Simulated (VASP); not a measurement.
The system is SiB4W.

```
Si B W
1.0
     3.12867    0.00000    0.00000
    -1.56434    2.70951    0.00000
     0.00000    0.00000    6.36001
Si B W
1 4 1
Cartesian
  0.0000 0.0000 3.1800
  0.0000 1.8063 4.8310
  0.0000 1.8063 1.5290
  1.5643 0.9032 4.8310
  1.5643 0.9032 1.5290
  0.0000 0.0000 0.0000
```

The cell was built from a structure type or drawn by symmetry, and may not be a known phase.

| Property | Result |
| --- | --- |
| Program | VASP 6.6.1 |
| Task | relaxation of cell and atoms |
| Functional | PBE |
| Potentials or basis | VASP PAW PBE potentials, release 64 (Si, B, W_sv) |
| Cutoff | 600 eV |
| k mesh | 6 × 6 × 4 |
| Occupations | gaussian, width 0.1 eV |
| Spin | no spin polarisation |

At the start: pressure 1.4 GPa; volume 8.99 Å³/atom.

Task: How do energy, volume and symmetry change on relaxing?

Result: Over 3 steps the energy falls by 130.1 meV/atom and the volume is 9.04 Å³/atom (+0.6 %); space group P6/mmm (No. 191, to 0.1 Å) before and after.

Step by step:
```
step  energy change (eV)  largest force (eV/Å)  pressure (GPa)  volume (Å³)
   1              0.0000                0.6112            1.40        53.91
   2             -0.7800                0.0034            0.30        54.25
   3             -0.7805                0.0105            0.39        54.25
```

Final structure:
```xyz
6
Lattice="3.0050 0.0000 0.0000 -1.5025 2.6024 0.0000 0.0000 0.0000 6.9369" Properties=species:S:1:pos:R:3 pbc="T T T"
Si    0.0000    0.0000    3.4684
B     0.0000    1.7349    5.2363
B     0.0000    1.7349    1.7005
B     1.5025    0.8675    5.2363
B     1.5025    0.8675    1.7005
W     0.0000    0.0000    6.9369
```

Caveat: the k points lie up to 0.40 Å⁻¹ apart in the final cell, too coarse for converged energies and pressures of a metal.
